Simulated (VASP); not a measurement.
# Cu: relaxation of the atoms with PBEsol

The system is Cu, a slab with vacuum.

```
Cu
1.0
     2.52059    0.00000    0.00000
    -1.26030    2.18290    0.00000
     0.00000    0.00000   23.23305
Cu
5
Direct
  0.33333 0.66667 0.32282
  0.66667 0.33333 0.41141
  0.33333 0.66667 0.50000
  0.66667 0.33333 0.58859
  0.33333 0.66667 0.67718
```

```
Program                : VASP 6.6.1
Task                   : relaxation of the atoms
Functional             : PBEsol
Potentials or basis    : VASP PAW PBE potentials, release 64 (Cu)
Cutoff                 : 520 eV
k mesh                 : 15 × 15 × 1
Occupations            : gaussian, width 0.1 eV
Spin                   : no spin polarisation
Dipole correction      : yes
Further INCAR settings : ALGO = Normal; EDIFF = 1e-07; IBRION = 2; EDIFFG = -0.02; NSW = 80
```

| Item | Value |
| --- | --- |
| Energy gained by relaxing | 0.2 meV/atom |
| Ionic steps | 3 |
| Largest force after relaxing | 0.009 eV/Å |
| Band gap on the k mesh | zero (an odd number of electrons rules out a gap without spin polarisation) |

Forces on the atoms (eV/Å):
```
Cu   0.000  0.000 -0.009
Cu   0.000  0.000 -0.006
Cu   0.000  0.000  0.000
Cu   0.000  0.000  0.006
Cu   0.000  0.000  0.009
```

Step by step:
| step | energy change (eV) | largest force (eV/Å) | pressure (GPa) |
| --- | --- | --- | --- |
| 1 | 0.0000 | 0.0904 | -1.17 |
| 2 | -0.0007 | 0.0453 | -1.15 |
| 3 | -0.0009 | 0.0088 | -1.12 |

Final structure:
```
Cu
1.0
     2.52059    0.00000    0.00000
    -1.26030    2.18290    0.00000
     0.00000    0.00000   23.23305
Cu
5
Direct
  0.33333 0.66667 0.32297
  0.66667 0.33333 0.41106
  0.33333 0.66667 0.50000
  0.66667 0.33333 0.58894
  0.33333 0.66667 0.67703
```

Levels at points of the mesh, in eV from the Fermi level:
| k point | band 24 | band 25 | band 26 | band 27 | band 28 | band 29 | band 30 | band 31 | band 32 | band 33 |
| --- | --- | --- | --- | --- | --- | --- | --- | --- | --- | --- |
| (0.00, 0.00, 0.00) | -1.90 | -1.90 | -1.67 | -1.67 | -1.67 | -1.67 | -1.04 | -0.38 | 4.36 | 4.83 |

Run time: 5.3 min on 1 thread of Intel(R) Xeon(R) Platinum 8259CL CPU @ 2.50GHz (Skylake/Cascade Lake) (shared host), peak memory 0.29 GiB.

Caveat: the PAW data sets were made with another functional, which shifts forces and pressure a little.
